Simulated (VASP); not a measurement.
# Ta (I4/mmm) in VASP: a series of runs

Ta is run at these levels: PBEsol; tasks: single point.

Everything below comes from runs of VASP 6.6.1. Logs are shortened: lines on timing, memory, paths and dates and some standing lists are left out, and cuts for length are marked.

## 1. The cell of the first run

Symmetry: I4/mmm, No. 139, tetragonal system. Conventional cell: a = 2.898 Å, b = 2.898 Å, c = 4.538 Å, α = 90.00°, β = 90.00°, γ = 90.00°. Ta (site symmetry 4/mmm) has 12 Ta at 2.90 to 3.06 Å within 3.8 Å.

## 2. Single point, PBEsol (19.06 Å³/atom)

INCAR

```
ALGO = Fast
EDIFF = 1E-6
ENCUT = 520
GGA = PS
ISIF = 2
ISMEAR = 0
LASPH = True
LCHARG = True
LELF = True
LREAL = False
LVHAR = True
LWAVE = False
NBANDS = 12
NELM = 60
PREC = Accurate
SIGMA = 0.15
```

KPOINTS

```
k-points
0
Gamma
  22 22 22
```

POSCAR

```
Ta
1.0
   -1.4492111139      1.4492111139      2.2691747621
    1.4492111139     -1.4492111139      2.2691747621
    1.4492111139      1.4492111139     -2.2691747621
Ta
1
Direct
    0.0000000000      0.0000000000      0.0000000000
```

Potentials or basis: VASP PAW PBE potentials, release 64 (Ta_pv).

Launch:

```bash
$ cat potpaw_PBE.64/Ta_pv/POTCAR > POTCAR
$ mpirun -np 1 vasp_std > vasp.out
```

OUTCAR:

```text
EDIFF = 1E-6
   ENCUT = 520
   GGA = PS
   ISIF = 2
   ISMEAR = 0
   LASPH = True
   LREAL = False
   NELM = 60
   PREC = Accurate

 ion  position               nearest neighbor table
   1  0.000  0.000  0.000-

  LATTYP: Found a body centered tetragonal cell.
 ALAT       =     2.8984222278
 C/A-ratio  =     1.5658000000

  Lattice vectors:

 A1 = (  -1.4492111139,   1.4492111139,   2.2691747621)
 A2 = (   1.4492111139,  -1.4492111139,   2.2691747621)
 A3 = (   1.4492111139,   1.4492111139,  -2.2691747621)

Analysis of symmetry for initial positions (statically):
=====================================================================
 Subroutine PRICEL returns:
 Original cell was already a primitive cell.

 Routine SETGRP: Setting up the symmetry group for a
 body centered tetragonal supercell.

 Subroutine GETGRP returns: Found 16 space group operations
 (whereof 16 operations were pure point group operations)
 out of a pool of 16 trial point group operations.

The static configuration has the point symmetry D_4h.

Analysis of symmetry for dynamics (positions and initial velocities):
=====================================================================
 Subroutine PRICEL returns:
 Original cell was already a primitive cell.

 Routine SETGRP: Setting up the symmetry group for a
 body centered tetragonal supercell.

 Subroutine GETGRP returns: Found 16 space group operations
 (whereof 16 operations were pure point group operations)
 out of a pool of 16 trial point group operations.

The dynamic configuration has the point symmetry D_4h.

 Subroutine INISYM returns: Found 16 space group operations
 (whereof 16 operations are pure point group operations),
 and found     1 'primitive' translations

----------------------------------------------------------------------------------------

                                     Primitive cell

  volume of cell :      19.0630

  direct lattice vectors                    reciprocal lattice vectors
    -1.449211114  1.449211114  2.269174762     0.000000000  0.345015295  0.220344421
     1.449211114 -1.449211114  2.269174762     0.345015295  0.000000000  0.220344421
     1.449211114  1.449211114 -2.269174762     0.345015295  0.345015295  0.000000000

  length of vectors
     3.057708260  3.057708260  3.057708260     0.409374178  0.409374178  0.487925309

  position of ions in fractional coordinates (direct lattice)
     0.000000000  0.000000000  0.000000000

  ion indices of the primitive-cell ions
   primitive index   ion index
                 1           1

----------------------------------------------------------------------------------------

 KPOINTS: k-points

Automatic generation of k-mesh.
 Grid dimensions read from file:
 generate k-points for:   22   22   22

 Generating k-lattice:

  Cartesian coordinates                     Fractional coordinates (reciprocal lattice)
     0.000000000  0.015682513  0.010015656     0.045454545  0.000000000  0.000000000
     0.015682513  0.000000000  0.010015656     0.000000000  0.045454545  0.000000000
     0.015682513  0.015682513  0.000000000     0.000000000  0.000000000  0.045454545

  Length of vectors
     0.018607917  0.018607917  0.022178423

  Shift w.r.t. Gamma in fractional coordinates (k-lattice)
     0.000000000  0.000000000  0.000000000

 Subroutine IBZKPT returns following result:
 ===========================================

 Found    834 irreducible k-points:

 Following reciprocal coordinates:
            Coordinates               Weight
  0.000000  0.000000  0.000000      1.000000
  0.045455  0.000000 -0.000000      8.000000
  0.090909  0.000000 -0.000000      8.000000
  0.136364  0.000000  0.000000      8.000000
  0.181818  0.000000  0.000000      8.000000
  0.227273  0.000000  0.000000      8.000000
[... 16 lines left out ...]
  0.500000  0.045455 -0.000000     16.000000
 -0.454545  0.045455  0.000000     16.000000
 [... further k-points ...]
   k-points           NKPTS =    834   k-points in BZ     NKDIM =    834   number of bands    NBANDS=     12
   number of dos      NEDOS =    301   number of ions     NIONS =      1
   total plane-waves  NPLWV =  13824
   dimension x,y,z NGX =    24 NGY =   24 NGZ =   24
   dimension x,y,z NGXF=    48 NGYF=   48 NGZF=   48
   ions per type =               1
   NGX,Y,Z   is equivalent  to a cutoff of  13.05, 13.05, 13.05 a.u.
   NGXF,Y,Z  is equivalent  to a cutoff of  26.10, 26.10, 26.10 a.u.
 SYSTEM =  unknown system
   PREC   = accura    normal or accurate (medium, high low for compatibility)
   ISTART =      0    job   : 0-new  1-cont  2-samecut
   ICHARG =      2    charge: 1-file 2-atom 10-const
   ISPIN  =      1    spin polarized calculation?
   LNONCOLLINEAR =      F non collinear calculations
   LSORBIT =      F    spin-orbit coupling
   LASPH  =      T    aspherical Exc in radial PAW
   ENCUT  =  520.0 eV  38.22 Ry    6.18 a.u.   5.69  5.69  5.69*2*pi/ulx,y,z
   NELM   =     60;   NELMIN=  2; NELMDL= -5     # of ELM steps
   EDIFF  = 0.1E-05   stopping-criterion for ELM
   LREAL  =      F    real-space projection
   EDIFFG = 0.1E-04   stopping-criterion for IOM
   NSW    =      0    number of steps for IOM
   IBRION =     -1    ionic relax: 0-MD 1-quasi-New 2-CG
   NFREE  =      0    steps in history (QN), initial steepest desc. (CG)
   ISIF   =      2    stress and relaxation
   ISYM   =      2    0-nonsym 1-usesym 2-fastsym
   POTIM  = 0.5000    time-step for ionic-motion
   TEBEG  =    0.0;   TEEND  =   0.0 temperature during run
   PSTRESS=    0.0 pullay stress
   NELECT =      11.0000    total number of electrons
   NUPDOWN=      -1.0000    fix difference up-down
   EMIN   =  10.00;   EMAX   =-10.00  energy-range for DOS
   EFERMI =   0.00;   METHOD = LEGACY
   ISMEAR =     0;   SIGMA  =   0.15  broadening in eV -4-tet -1-fermi 0-gaus
   EFERMI_NEDOS =   21; number of points for ismear=-14 and -15
   IALGO  =     68    algorithm
   IMIX   =      4    mixing-type and parameters
     AMIX     =   0.40;   BMIX     =  1.00
     AMIX_MAG =   1.60;   BMIX_MAG =  1.00
  volume/ion in A,a.u.               =      19.06       128.64
  Fermi-wavevector in a.u.,A,eV,Ry     =   1.362936  2.575575 25.274090  1.857593
  Thomas-Fermi vector in A             =   2.489382
   LORBIT       =      0    0 simple, 1 ext, 2 COOP (PROOUT), +10 PAW based schemes
   GGA     = PS    functional components
   LHFCALC =     F    Hartree Fock is set to
   AEXX    =    0.0000 exact exchange contribution
   IVDW    =     0    specifies the selected vdW correction
   LEPSILON=     F    determine dielectric tensor
   LRPA    =     F    only Hartree local field effects (RPA)
 non-spin polarized calculation
 RMM-DIIS sequential band-by-band and
 Gauss-broadening in eV      SIGMA  =   0.15
  energy-cutoff  :      520.00
  volume of cell :       19.06
 maximum number of plane-waves:       533
   NGX = 11   NGY = 11   NGZ = 11

 number of electron      11.0000001 magnetization

 Free energy of the ion-electron system (eV)
  ---------------------------------------------------
  ext. energy  EPLUGINS =         0.00000000
  ---------------------------------------------------
  free energy    TOTEN  =       -12.31002945 eV

  energy without entropy =      -12.29444253  energy(sigma->0) =      -12.30223599

 E-fermi :   5.1747     XC(G=0): -12.4392

 val. band max:        5.1732145232   @ k =  -0.2727   0.4091   0.0455
 cond. band min:       5.1751661344   @ k =   0.3182   0.0455   0.0000
 fundamental gap:      0.0019516113
 Fermi energy:         5.1746662803

 k-point     1 :       0.0000    0.0000    0.0000
  band No.  band energies     occupation
      1     -28.4115      2.00000
      2     -28.3631      2.00000
      3     -28.3631      2.00000
      4      -2.8329      2.00000
      5       4.8555      1.99738
      6       6.2034      0.00000
      7       6.2034      0.00000
      8       7.5387      0.00000
      9       9.5166      0.00000
     10      17.8522      0.00000
     11      19.3173      0.00000
     12      20.6766      0.00000

 k-point     2 :       0.0455    0.0000   -0.0000
  band No.  band energies     occupation
      1     -28.4204      2.00000
      2     -28.3798      2.00000
      3     -28.3643      2.00000
      4      -2.7504      2.00000
      5       4.8747      1.99531
      6       6.1444      0.00000
      7       6.2433      0.00000
      8       7.5221      0.00000
      9       9.4583      0.00000
     10      18.0261      0.00000
     11      19.3171      0.00000
     12      20.7384      0.00000

 k-point     3 :       0.0909    0.0000   -0.0000
  band No.  band energies     occupation
      1     -28.4654      2.00000
      2     -28.4089      2.00000
      3     -28.3680      2.00000
      4      -2.5082      2.00000
      5       4.9107      1.98719
      6       5.9904      0.00000
      7       6.3566      0.00000
      8       7.4996      0.00000
      9       9.3012      0.00000
     10      18.5056      0.00000
     11      19.3162      0.00000
     12      20.7306      0.00000

 k-point     4 :       0.1364    0.0000    0.0000
  band No.  band energies     occupation
      1     -28.5586      2.00000
      2     -28.4313      2.00000
      3     -28.3738      2.00000
      4      -2.1224      2.00000
      5       4.9015      1.98998
      6       5.8045      0.00000
      7       6.5204      0.00000
      8       7.5413      0.00000
      9       9.0966      0.00000
     10      19.0935      0.00000
     11      19.3153      0.00000
     12      20.3349      0.00000

 k-point     5 :       0.1818    0.0000    0.0000
  band No.  band energies     occupation
      1     -28.6811      2.00000
      2     -28.4554      2.00000
      3     -28.3812      2.00000
      4      -1.6222      2.00000
      5       4.7955      1.99965
      6       5.6443      0.00001
      7       6.6864      0.00000
      8       7.7276      0.00000
      9       8.9257      0.00000
     10      18.9470      0.00000
     11      19.3250      0.00000
     12      20.5042      0.00000
[... 228 lines left out ...]
      1     -29.3061      2.00000
      2     -28.5817      2.00000
      3     -28.4384      2.00000
      4       0.6824      2.00000
      5       4.8475      1.99796
      6       5.4453      0.01072
      7       6.2506      0.00000
      8      10.3019      0.00000
      9      10.7829      0.00000
     10      15.5872      0.00000
     11      17.7852      0.00000
     12      19.3294      0.00000

 k-point    22 :       0.4545    0.0455    0.0000
  band No.  band energies     occupation
      1     -29.3525      2.00000
      2     -28.5906      2.00000
      3     -28.4401      2.00000
      4       0.7514      2.00000
      5       4.8368      1.99856
      6       5.6368      0.00001
      7       6.2592      0.00000
      8      10.5954      0.00000
      9      11.0895      0.00000
     10      15.1833      0.00000
     11      17.3873      0.00000
     12      19.3280      0.00000

 k-point    23 :       0.5000    0.0455   -0.0000
  band No.  band energies     occupation
      1     -29.3626      2.00000
      2     -28.5924      2.00000
      3     -28.4389      2.00000
      4       0.7625      2.00000
      5       4.8572      1.99724
      6       5.6333      0.00002
      7       6.2679      0.00000
      8      10.6174      0.00000
      9      11.1925      0.00000
     10      15.1194      0.00000
     11      17.3429      0.00000
     12      19.3278      0.00000

 k-point    24 :      -0.4545    0.0455    0.0000
  band No.  band energies     occupation
      1     -29.3355      2.00000
      2     -28.5868      2.00000
      3     -28.4352      2.00000
      4       0.7229      2.00000
      5       4.9097      1.98752
      6       5.4541      0.00842
      7       6.2329      0.00000
      8      10.3936      0.00000
      9      11.0234      0.00000
     10      15.4097      0.00000
     11      17.6517      0.00000
     12      19.3289      0.00000

 [... further k-points ...]
[... 5 lines left out ...]
  --------------------------------------------------------------------------------------
  -------------------------------------------------------------------------------------
  Total       -1.4535179     -1.4535179     -0.5355531      0.0000000      0.0000000     -0.0000000
  in kB     -122.1630059   -122.1630059    -45.0113318      0.0000000      0.0000000     -0.0000000
  external PRESSURE =     -96.4457812 kB  Pullay stress =       0.0000000 kB

 VOLUME and BASIS-vectors are now :
 -----------------------------------------------------------------------------
  energy-cutoff  :      520.00
  volume of cell :       19.06
      direct lattice vectors                 reciprocal lattice vectors
    -1.449211114  1.449211114  2.269174762     0.000000000  0.345015295  0.220344421
     1.449211114 -1.449211114  2.269174762     0.345015295  0.000000000  0.220344421
     1.449211114  1.449211114 -2.269174762     0.345015295  0.345015295  0.000000000

 POSITION                                       TOTAL-FORCE (eV/Angst)
 -----------------------------------------------------------------------------------
      0.00000      0.00000      0.00000         0.000000      0.000000      0.000000
 -----------------------------------------------------------------------------------
    total drift:                                0.000000      0.000000     -0.000000

  FREE ENERGIE OF THE ION-ELECTRON SYSTEM (eV)
  ---------------------------------------------------
  free  energy   TOTEN  =       -12.3100294532 eV

  energy  without entropy=      -12.2944425272  energy(sigma->0) =      -12.30223599
```

It took 5.5 min on 1 thread of AMD EPYC 7R43 (Zen 3), shared host; peak memory 0.25 GiB.

What came out:

```
Free energy            : -12.3100 eV
Pressure               : -9.6 GPa
Band gap on the k mesh : zero (an odd number of electrons rules out a gap without spin polarisation)
```

Levels at points of the mesh, in eV from the Fermi level:
| k point | band 1 | band 2 | band 3 | band 4 | band 5 | band 6 | band 7 | band 8 | band 9 | band 10 |
| --- | --- | --- | --- | --- | --- | --- | --- | --- | --- | --- |
| (0.00, 0.00, 0.00) | -33.59 | -33.54 | -33.54 | -8.01 | -0.32 | 1.03 | 1.03 | 2.36 | 4.34 | 12.68 |
| (0.50, 0.00, 0.00) | -34.54 | -33.76 | -33.60 | -4.49 | -0.36 | 0.74 | 0.99 | 5.38 | 6.01 | 9.98 |
| (0.50, 0.50, 0.00) | -34.49 | -34.07 | -33.86 | -4.20 | -3.19 | 3.52 | 5.40 | 5.58 | 7.18 | 9.98 |
| (0.50, 0.50, 0.50) | -34.44 | -33.79 | -33.79 | -4.38 | -3.07 | 1.75 | 5.88 | 6.33 | 6.33 | 10.65 |

Caveat: the cell stands under tension; the PAW data sets were made with another functional, which shifts forces and pressure a little; spin-orbit coupling is left out, which moves the levels of the heavy elements.

[end of part 1 of 2]
